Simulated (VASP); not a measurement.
A run of VASP 6.6.1:

INCAR

```
ALGO = Normal
EDIFF = 1E-7
ENCUT = 520
GGA = PS
ISIF = 2
ISMEAR = 0
LASPH = True
LCHARG = True
LELF = True
LREAL = False
LVHAR = True
LWAVE = False
NBANDS = 23
NELM = 80
PREC = Accurate
SIGMA = 0.1
```

File KPOINTS:

```
k-points
0
Gamma
  12 12 8
```

The input POSCAR:

```
SbPd
1.0
    4.0042148017      0.0000000000      0.0000000000
   -2.0021074008      3.4677517405      0.0000000000
    0.0000000000      0.0000000000      5.4586816204
Sb Pd
2 2
Direct
    0.3333333333      0.6666666667      0.2500000000
    0.6666666667      0.3333333333      0.7500000000
    0.0000000000      0.0000000000      0.0000000000
    0.0000000000      0.0000000000      0.5000000000
```

Potentials or basis: VASP PAW PBE potentials, release 64 (Sb, Pd).

The run is started by

```sh
$ cat potpaw_PBE.64/Sb/POTCAR potpaw_PBE.64/Pd/POTCAR > POTCAR
$ mpirun -np 1 vasp_std > vasp.out
```

Hardware: 1 thread of AMD EPYC 9R45 96-Core Processor (Zen 5), with other jobs on the host.

**Question.** How long does it take, and how much memory?

**Answer.** Run time: 77 s on 1 thread of AMD EPYC 9R45 96-Core Processor (Zen 5), with other jobs on the host, peak memory 0.26 GiB. Counts: scf iterations 14, k points 95.
